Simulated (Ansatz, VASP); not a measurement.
TaI in VASP and in Ansatz

```
CELL_PARAMETERS angstrom
6.23587 0.00000 0.00000
-3.11794 5.40042 0.00000
0.00000 0.00000 5.03121
ATOMIC_POSITIONS crystal
Ta 0.50000 0.00000 0.00000
Ta 0.50000 0.50000 0.00000
Ta 0.00000 0.50000 0.00000
I 0.00000 0.00000 0.00000
I 0.33333 0.66667 0.50000
I 0.66667 0.33333 0.50000
```

Alike in both runs: task relaxation of cell and atoms; functional PBE; k mesh 3 × 3 × 4; occupations gaussian, width 0.1 eV; no spin polarisation.

```csv
,VASP,Ansatz
version,VASP 6.6.1,Ansatz 0.2.0
potentials or method,"VASP PAW PBE potentials, release 64 (Ta_pv, I), cutoff 600 eV","scalar-relativistic, plane waves, PAW"
valence electrons in the cell,54,90
```

```csv
,VASP,Ansatz,Ansatz less VASP
"gap on the k mesh at the Fermi level, each at its own relaxed structure (eV)",none,none,-
relaxed volume (Å³/atom),25.94,25.95,+0.013
relaxed cell length with the largest relative difference (Å),5.094,5.079,-0.0149
```

A gap of «none» marks a metal or a gap that the smearing closes. VASP's potentials hold 54 valence electrons a cell and Ansatz's 90, so a difference there can come from the potentials and not from the codes.

The k mesh is coarse, so the values compare programs but aren't converged. Spin-orbit coupling is off throughout.
